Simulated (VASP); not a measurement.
A run of VASP 6.6.1 is set up as follows.

The input INCAR:

```
PREC     = Accurate       # precision mode
ENCUT    = 520            # plane-wave cutoff, eV
EDIFF    = 1E-7           # SCF threshold, eV
ISMEAR   = -1             # smearing method
SIGMA    = 0.08           # smearing width, eV
LREAL    = F              # projectors in reciprocal space
LASPH    = T              # aspherical terms in the spheres
NELM     = 80             # most SCF steps
ALGO     = Normal         # electronic algorithm
ISIF     = 2              # what is computed and relaxed
LWAVE    = F              # write WAVECAR
LCHARG   = F              # write CHGCAR
GGA      = PE             # functional
NBANDS   = 16             # bands
```

File KPOINTS:

```
regular mesh
0
Gamma
  17 17 17
```

Contents of POSCAR:

```
TiN
1.0
    0.0000000000      2.1236374923      2.1236374923
    2.1236374923      0.0000000000      2.1236374923
    2.1236374923      2.1236374923      0.0000000000
Ti N
1 1
Direct
    0.0000000000      0.0000000000      0.0000000000
    0.5000000000      0.5000000000      0.5000000000
```

Potentials or basis: VASP PAW PBE potentials, release 64 (Ti_sv, N).

Command:

```console
$ cat potpaw_PBE.64/Ti_sv/POTCAR potpaw_PBE.64/N/POTCAR > POTCAR
$ mpirun -np 1 vasp_std > vasp.out
```

Estimate the pressure.

0.5 GPa.
